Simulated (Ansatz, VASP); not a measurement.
## Two plane-wave programs on C

```
CELL_PARAMETERS angstrom
0.00000 1.77140 1.77140
1.77140 0.00000 1.77140
1.77140 1.77140 0.00000
ATOMIC_POSITIONS crystal
C 0.75000 0.75000 0.75000
C 0.50000 0.50000 0.50000
```

Alike in both runs: task single point; functional r2SCAN; dispersion D3(BJ); k mesh 13 × 13 × 13; occupations fermi-dirac, width 0.05 eV; no spin polarisation.

|  | VASP | Ansatz |
| --- | --- | --- |
| version | VASP 6.6.1 | Ansatz 0.2.0 |
| potentials or method | VASP PAW PBE potentials, release 64 (C) | Ansatz PAW |
| plane-wave cutoff (eV) | 520 | 500 |
| valence electrons in the cell | 8 | 8 |

```csv
,VASP,Ansatz,Ansatz less VASP
gap on the k mesh at the Fermi level (eV),4.38,4.41,+0.029
least direct gap on the mesh (eV),5.89,5.94,+0.046
pressure (GPa),5.3,4.2,-1.18
```

VASP's potentials were made for PBE, not for r2SCAN.

Noted on Ansatz's run: odd divisions of the mesh miss points on the zone boundary, where band edges often lie, so the gap on the mesh can be too wide.
